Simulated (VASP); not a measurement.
The system is BeSe3.

```
CELL_PARAMETERS angstrom
-5.17269 0.00506 0.29850
0.00704 -5.26769 -0.09789
-0.60424 -0.99125 7.68416
ATOMIC_POSITIONS crystal
Be 0.01270 0.98498 0.99888
Be 0.48981 0.52397 0.01189
Se 0.25359 0.26183 0.82151
Se 0.80939 0.72776 0.82494
Se 0.71628 0.24409 0.16610
Se 0.22950 0.74934 0.17091
Se 0.95206 0.45122 0.36180
Se 0.53668 0.05680 0.64396
```

```yaml
Program: VASP 6.6.1
Task: relaxation of cell and atoms
Functional: PBE
Potentials_or_basis: VASP PAW PBE potentials, release 64 (Be, Se)
Cutoff: 600 eV
k_mesh: 4 × 4 × 2
Occupations: gaussian, width 0.1 eV
Spin: no spin polarisation
```

At the start: pressure -0.3 GPa; volume 26.12 Å³/atom.

Question: Where does the relaxation end?

Answer: Over 22 steps the energy falls by 84.6 meV/atom and the volume is 25.44 Å³/atom (-2.6 %); space group P1 (No. 1, to 0.1 Å) before and after.

Step by step:
| step | energy change (eV) | largest force (eV/Å) | pressure (GPa) | volume (Å³) |
| --- | --- | --- | --- | --- |
| 1 | 0.0000 | 2.2436 | -0.30 | 208.93 |
| 2 | -0.4578 | 0.8822 | -1.20 | 207.38 |
| 3 | -0.4714 | 0.8140 | -1.18 | 207.00 |
| 4 | -0.6095 | 0.6158 | 0.45 | 200.61 |
| 5 | -0.6099 | 0.6446 | 0.56 | 200.28 |
| 6 | -0.6517 | 0.2573 | 0.02 | 201.88 |
| 7 | -0.6517 | 0.2592 | 0.03 | 201.84 |
| 8 | -0.6621 | 0.1430 | -0.01 | 202.26 |
| 9 | -0.6641 | 0.1518 | -0.02 | 202.53 |
| 10 | -0.6674 | 0.0981 | 0.03 | 202.55 |
| 11 | -0.6680 | 0.1313 | 0.06 | 202.55 |
| 12 | -0.6706 | 0.0793 | -0.01 | 202.91 |
| 13 | -0.6712 | 0.0847 | -0.08 | 203.20 |
| 14 | -0.6734 | 0.0529 | 0.04 | 202.99 |
| 15 | -0.6743 | 0.0651 | 0.15 | 202.78 |
| 16 | -0.6758 | 0.0525 | -0.02 | 203.45 |
| 17 | -0.6758 | 0.0548 | -0.06 | 203.59 |
| 18 | -0.6765 | 0.0373 | -0.03 | 203.60 |
| 19 | -0.6768 | 0.0355 | -0.01 | 203.61 |
| 20 | -0.6769 | 0.0318 | 0.01 | 203.52 |
| 21 | -0.6769 | 0.0332 | 0.01 | 203.51 |
| 22 | -0.6771 | 0.0231 | 0.00 | 203.51 |

Final structure:
```cif
data_structure
_symmetry_space_group_name_H-M 'P 1'
_symmetry_Int_Tables_number 1
_cell_length_a 5.2321
_cell_length_b 5.2291
_cell_length_c 7.5111
_cell_angle_alpha 85.281
_cell_angle_beta 83.597
_cell_angle_gamma 90.002
_cell_volume 203.51
loop_
_atom_site_label
_atom_site_type_symbol
_atom_site_fract_x
_atom_site_fract_y
_atom_site_fract_z
_atom_site_occupancy
Be1 Be 0.00186 0.00215 0.00019 1
Be2 Be 0.50121 0.50274 0.00008 1
Se1 Se 0.26466 0.28614 0.83024 1
Se2 Se 0.79322 0.75771 0.83039 1
Se3 Se 0.70958 0.21733 0.16842 1
Se4 Se 0.23638 0.74434 0.16892 1
Se5 Se 0.94380 0.45548 0.35684 1
Se6 Se 0.54929 0.03411 0.64490 1
```
